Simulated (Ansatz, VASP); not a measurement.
**Two plane-wave programs on CdTe**

File POSCAR:

```
CdTe
1.0
    0.0000000000      3.2567191586      3.2567191586
    3.2567191586      0.0000000000      3.2567191586
    3.2567191586      3.2567191586      0.0000000000
Cd Te
1 1
Direct
    0.0000000000      0.0000000000      0.0000000000
    0.2500000000      0.2500000000      0.2500000000
```

The input INCAR.step1:

```
  PREC = Accurate
  ENCUT = 520
  ISMEAR = 0
  SIGMA = 0.05
  LREAL = False
  LASPH = True
  NELM = 80
  NBANDS = 16
  GGA = PE
  ALGO = Normal
  EDIFF = 1E-4
  LWAVE = True
  LCHARG = False
```

Contents of INCAR.step2:

```
  PREC = Accurate
  ENCUT = 520
  EDIFF = 1E-6
  ISMEAR = 0
  SIGMA = 0.05
  LREAL = False
  LASPH = True
  NELM = 80
  ALGO = Normal
  ISIF = 2
  LWAVE = False
  LCHARG = True
  METAGGA = R2SCAN
  LMIXTAU = True
  LELF = True
  LVHAR = True
  NBANDS = 16
  ISTART = 1
```

The input KPOINTS:

```
Automatic mesh
0
Gamma
  10 10 10
```

Input for Ansatz:

```yaml
crystal:
  lattice:
    - [0.0, 3.2567191586, 3.2567191586]
    - [3.2567191586, 0.0, 3.2567191586]
    - [3.2567191586, 3.2567191586, 0.0]
  atoms:
    - { symbol: Cd, position: [0.0, 0.0, 0.0] }
    - { symbol: Te, position: [0.25, 0.25, 0.25] }
basis:
  ecutwfc: 500
  ecutrho_ratio: 4
kpoints:
  mp_grid: { grid: [10, 10, 10] }
hamiltonian:
  xc: r2scan
scf:
  occupations: { method: gaussian, width: 0.05 }
output:
  forces: true
  stress: true
  eigenvalues: true
```

Alike in both runs: task single point; functional r2SCAN; k mesh 10 × 10 × 10; occupations gaussian, width 0.05 eV; no spin polarisation.

```csv
,VASP,Ansatz
version,VASP 6.6.1,Ansatz 0.2.0
potentials or method,"VASP PAW PBE potentials, release 64 (Cd, Te), cutoff 520 eV","scalar-relativistic, plane waves, PAW"
valence electrons in the cell,18,36
```

|  | VASP | Ansatz | Ansatz less VASP |
| --- | --- | --- | --- |
| gap on the k mesh at the Fermi level (eV) | 1.22 | 1.23 | +0.006 |
| least direct gap on the mesh (eV) | 1.22 | 1.23 | +0.006 |
| pressure (GPa) | 1.0 | 0.9 | -0.12 |

VASP's potentials were made for PBE, not for r2SCAN. With one functional, cell and mesh, what is left measures potentials, basis and numerics. VASP's potentials hold 18 valence electrons a cell and Ansatz's 36, so a difference there can come from the potentials and not from the codes.

Spin-orbit coupling is off throughout.
